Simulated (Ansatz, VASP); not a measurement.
# Ti in VASP and in Ansatz

```
CELL_PARAMETERS angstrom
4.55949 0.00000 0.00000
-2.27975 3.94864 0.00000
0.00000 0.00000 2.82154
ATOMIC_POSITIONS crystal
Ti 0.00000 0.00000 0.00000
Ti 0.33333 0.66667 0.50000
Ti 0.66667 0.33333 0.50000
```

Alike in both runs: functional r2SCAN; dispersion D4; k mesh 8 × 8 × 11; no spin polarisation.

Ansatz relaxed the structure, and its values are those at the end. VASP's run is a single point on that final structure, the one shown.

```csv
,VASP,Ansatz
version,VASP 6.6.1,Ansatz 0.2.0
potentials or method,"VASP PAW PBE potentials, release 64 (Ti_sv)","plane waves, PAW"
plane-wave cutoff (eV),520,500
occupations,"fermi-dirac, width 0.1 eV",fermi-dirac
valence electrons in the cell,36,36
```

Ansatz gave:

* gap on the k mesh at the Fermi level (eV): none
* pressure (GPa): 0.0

Task: What did VASP give for the same quantities?

Result: gap on the k mesh at the Fermi level (eV): none; pressure (GPa): 0.4.

VASP's potentials were made for PBE, not for r2SCAN. A gap of «none» marks a metal or a gap that the smearing closes.
